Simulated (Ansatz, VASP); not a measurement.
One calculation of TaSnAs, two programs

```xyz
6
Lattice="3.6835 0.0000 0.0000 0.0000 3.6835 0.0000 0.0000 0.0000 8.2714" Properties=species:S:1:pos:R:3 pbc="T T T"
Sn    0.0000    0.0000    0.0000
Sn    1.8418    1.8418    0.0000
As    1.8418    0.0000    5.0373
As    0.0000    1.8418    3.2341
Ta    1.8418    0.0000    2.1175
Ta    0.0000    1.8418    6.1539
```

Alike in both runs: task single point; functional r2SCAN; k mesh 7 × 7 × 3; occupations methfessel-paxton of order 1, width 0.0388 eV; no spin polarisation.

|  | VASP | Ansatz |
| --- | --- | --- |
| version | VASP 6.6.1 | Ansatz 0.2.0 |
| potentials or method | VASP PAW PBE potentials, release 64 (Sn_d, As, Ta_pv), cutoff 520 eV | PAW plane waves |
| valence electrons in the cell | 60 | 84 |

```tsv
	VASP	Ansatz	Ansatz less VASP
pressure (GPa)	11.5	11.1	-0.34
traceless stress, the component that is largest in VASP (GPa)	-7.39	-7.32	+0.065
rms of the force components (eV/Å)	1.138	1.135	-0.0034
```

VASP's potentials were made for PBE, not for r2SCAN. Atom by atom the forces differ by 0.006 eV/Å (rms over components). VASP's potentials hold 60 valence electrons a cell and Ansatz's 84, so a difference there can come from the potentials and not from the codes.

Spin-orbit coupling is off throughout.
